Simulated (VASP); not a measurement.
## NaI: relaxation of cell and atoms with PBEsol

NaI:

```
CELL_PARAMETERS angstrom
4.06242 0.00000 0.00000
0.00000 4.06242 0.00000
0.00000 0.00000 4.06242
ATOMIC_POSITIONS crystal
Na 0.00000 0.00000 0.00000
I 0.50000 0.50000 0.50000
```

| Item | Value |
| --- | --- |
| Program | VASP 6.6.1 |
| Task | relaxation of cell and atoms |
| Functional | PBEsol |
| Potentials or basis | VASP PAW PBE potentials, release 64 (Na_pv, I) |
| Cutoff | 600 eV |
| k mesh | 6 × 6 × 6 |
| Occupations | fermi-dirac, width 0.02 eV |
| Spin | no spin polarisation |
| Dipole correction | no |
| Further INCAR settings | ALGO = Normal; EDIFF = 1e-06; IBRION = 2; EDIFFG = -0.005; NSW = 80; ISIF = 3 |

```yaml
Relaxed_volume: 31.80 Å³/atom
Relaxed_cell: a = 3.992 Å, b = 3.992 Å, c = 3.992 Å, α = 90.00°, β = 90.00°, γ = 90.00°
Space_group_after_relaxing_to_0.1_Å: Pm-3m (No. 221)
Energy_gained_by_relaxing: 5.1 meV/atom
Ionic_steps: 5
Pressure_after_relaxing: 0.0 GPa
Band_gap_on_the_k_mesh: 2.26 eV (least direct gap 2.66 eV)
```

Step by step:
```csv
step,energy change (eV),largest force (eV/Å),pressure (GPa),volume (Å³)
1,0.0000,0.0000,-0.87,67.04
2,-0.0075,0.0000,-0.43,65.29
3,-0.0096,0.0000,-0.21,64.39
4,-0.0094,0.0000,0.28,62.62
5,-0.0102,0.0000,-0.02,63.61
```

Final structure:
```
Na I
1.0
     3.99176    0.00000    0.00000
     0.00000    3.99176    0.00000
     0.00000    0.00000    3.99176
Na I
1 1
Cartesian
  0.0000 0.0000 0.0000
  1.9959 1.9959 1.9959
```

Levels at points of the mesh, in eV from the valence-band top:
```
           k point  band 5  band 6  band 7  band 8  band 9  band 10
(0.00, 0.00, 0.00)   -0.70   -0.70   -0.70    2.26    5.40     5.40
(0.50, 0.00, 0.00)   -3.50   -0.35   -0.35    4.55    6.44     6.92
(0.50, 0.50, 0.00)   -2.78   -2.78    0.00    2.66    6.93     8.28
(0.50, 0.50, 0.50)   -2.26   -2.26   -2.26    4.01    4.01     4.01
```

It took 70 s on 1 thread of Intel Xeon 8259CL, on a shared host, peak memory 0.19 GiB.

Caveat: the structure was generated, so it needn't be the stable form of NaI; the PAW data sets were made with another functional, which shifts forces and pressure a little; spin-orbit coupling is left out, which moves the levels of the heavy elements. A k mesh can miss the band edges.
